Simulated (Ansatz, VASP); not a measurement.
## MgO: VASP beside Ansatz

The input INCAR:

```
PREC = Accurate ; ENCUT = 600
EDIFF = 1E-6 ; ISMEAR = 0
SIGMA = 0.05 ; LREAL = F
LASPH = T ; NELM = 120
ALGO = Normal ; ISIF = 2
LWAVE = F ; LCHARG = F
GGA = PE ; NBANDS = 11
GGA_COMPAT = F
```

KPOINTS

```
regular mesh
0
Gamma
  10 10 10
```

File POSCAR:

```
MgO
1.0
    0.0000000000      2.1272186771      2.1272186771
    2.1272186771      0.0000000000      2.1272186771
    2.1272186771      2.1272186771      0.0000000000
Mg O
1 1
Direct
    0.0266123684      0.0266123684     -0.0266123684
    0.4595716224      0.4595716224      0.5404283776
```

Input for Ansatz:

```yaml
crystal:
  lattice:
    - [0.0, 2.1272186771, 2.1272186771]
    - [2.1272186771, 0.0, 2.1272186771]
    - [2.1272186771, 2.1272186771, 0.0]
  atoms:
    - { symbol: Mg, position: [0.0266123684, 0.0266123684, -0.0266123684] }
    - { symbol: O, position: [0.4595716224, 0.4595716224, 0.5404283776] }
basis:
  ecutwfc: 520.0
kpoints:
  mp_grid: { grid: [10, 10, 10] }
hamiltonian:
  xc: pbe
  pseudopotentials: { kind: paw, azcp: { folder: soft_1 } }
scf:
  occupations: { method: gaussian, width: 0.05 }
output:
  forces: true
  stress: true
  eigenvalues: true
```

Change from the starting cell: mode 6 frozen in at -0.172 Å, equal normal strain along x, y and z +0.0000.

Alike in both runs: task single point; functional PBE; k mesh 10 × 10 × 10; occupations gaussian, width 0.05 eV; no spin polarisation.

|  | VASP | Ansatz |
| --- | --- | --- |
| version | VASP 6.6.1 | Ansatz 0.2.0 |
| potentials or method | VASP PAW PBE potentials, release 64 (Mg, O), cutoff 600 eV | scalar-relativistic, plane waves, PAW |
| valence electrons in the cell | 8 | 16 |

VASP gave:

```
gap on the k mesh at the Fermi level (eV)                     : 4.43
least direct gap on the mesh (eV)                             : 4.43
pressure (GPa)                                                : 7.1
traceless stress, the component that is largest in VASP (GPa) : 19.17
rms of the force components (eV/Å)                            : 1.305
```

Estimate Ansatz's values.

gap on the k mesh at the Fermi level (eV): 4.44; least direct gap on the mesh (eV): 4.44; pressure (GPa): 7.9; traceless stress, the component that is largest in VASP (GPa): 18.86; rms of the force components (eV/Å): 1.286.

Atom by atom the forces differ by 0.019 eV/Å (rms over components). VASP's potentials hold 8 valence electrons a cell and Ansatz's 16, so a difference there can come from the potentials and not from the codes.
